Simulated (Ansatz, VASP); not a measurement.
KI: VASP beside Ansatz

```xyz
2
Lattice="4.3306 -0.0727 -0.0727 -0.0727 4.3306 -0.0727 -0.0727 -0.0727 4.3306" Properties=species:S:1:pos:R:3 pbc="T T T"
K     0.0000    0.0000    0.0000
I     2.0926    2.0926    2.0926
```

Change from the starting cell: epitaxial_111 strain +2.6%.

Alike in both runs: task single point; functional PBE; k mesh 6 × 6 × 6; occupations fermi-dirac, width 0.02 eV; no spin polarisation.

|  | VASP | Ansatz |
| --- | --- | --- |
| version | VASP 6.6.1 | Ansatz 0.2.0 |
| potentials or method | VASP PAW PBE potentials, release 64 (K_sv, I) | plane waves, PAW |
| plane-wave cutoff (eV) | 520 | 420 |
| valence electrons in the cell | 16 | 26 |

|  | VASP | Ansatz | Ansatz less VASP |
| --- | --- | --- | --- |
| gap on the k mesh at the Fermi level (eV) | 3.27 | 3.28 | +0.003 |
| pressure (GPa) | 0.2 | 0.2 | -0.02 |
| traceless stress, the component that is largest in VASP (GPa) | 0.14 | 0.13 | -0.003 |

VASP's potentials hold 16 valence electrons a cell and Ansatz's 26, so a difference there can come from the potentials and not from the codes.

Neither program's run includes spin-orbit coupling.
